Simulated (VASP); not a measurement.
The system is Pt2Se.

```xyz
6
Lattice="4.8062 0.0000 0.0000 0.0000 5.8660 0.0000 0.0000 0.0000 3.6619" Properties=species:S:1:pos:R:3 pbc="T T T"
Pt    0.9632    2.2214    0.0000
Pt    3.8431    3.6445    0.0000
Pt    3.3663    0.7115    1.8310
Pt    1.4399    5.1544    1.8310
Se    0.0000    0.0000    0.0000
Se    2.4031    2.9330    1.8310
```

```yaml
Program: VASP 6.6.1
Task: relaxation of cell and atoms
Functional: PBE
Potentials_or_basis: VASP PAW PBE potentials, release 64 (Pt, Se)
Cutoff: 600 eV
k_mesh: 4 × 4 × 6
Occupations: gaussian, width 0.1 eV
Spin: no spin polarisation
```

At the start: pressure 27.5 GPa; volume 17.21 Å³/atom.

How do energy, volume and symmetry change on relaxing?

Over 44 steps the energy falls by 548.0 meV/atom and the volume is 17.32 Å³/atom (+0.6 %); space group Pnnm (No. 58, to 0.05 Å).

The path:
```csv
step,energy change (eV),largest force (eV/Å),pressure (GPa),volume (Å³)
1,0.0000,2.5468,27.54,103.24
3,-1.4093,0.3668,-2.26,120.97
5,-1.4203,0.4429,-0.44,119.18
7,-1.7002,0.1585,-0.07,117.15
9,-2.0141,1.1579,2.69,111.32
11,-2.0566,1.1978,2.25,111.19
13,-2.2045,1.2457,0.93,110.29
15,-2.2353,1.4034,0.75,109.46
17,-2.6112,0.7142,-2.63,109.63
19,-2.7643,0.1790,-5.05,109.50
21,-2.8729,0.2912,0.76,105.04
23,-2.8948,0.3148,1.09,104.85
25,-3.0042,0.5373,-0.28,106.00
27,-3.1353,0.3361,0.17,105.89
29,-3.1778,0.3262,0.67,105.70
31,-3.2015,0.2398,-2.03,107.13
33,-3.2472,0.2383,-0.94,105.30
35,-3.2521,0.2382,-0.45,104.58
37,-3.2755,0.1605,1.71,103.02
39,-3.2867,0.0208,0.02,103.99
41,-3.2871,0.0151,0.01,103.97
43,-3.2877,0.0121,-0.20,104.04
44,-3.2881,0.0052,0.01,103.90
```

Final structure:
```cif
data_structure
_symmetry_space_group_name_H-M 'P 1'
_symmetry_Int_Tables_number 1
_cell_length_a 3.9276
_cell_length_b 7.5873
_cell_length_c 3.4864
_cell_angle_alpha 90.000
_cell_angle_beta 90.000
_cell_angle_gamma 90.000
_cell_volume 103.90
loop_
_atom_site_label
_atom_site_type_symbol
_atom_site_fract_x
_atom_site_fract_y
_atom_site_fract_z
_atom_site_occupancy
Pt1 Pt 0.14209 0.32378 0.00000 1
Pt2 Pt 0.85791 0.67622 0.00000 1
Pt3 Pt 0.64209 0.17622 0.50000 1
Pt4 Pt 0.35791 0.82378 0.50000 1
Se1 Se 0.00000 0.00000 0.00000 1
Se2 Se 0.50000 0.50000 0.50000 1
```
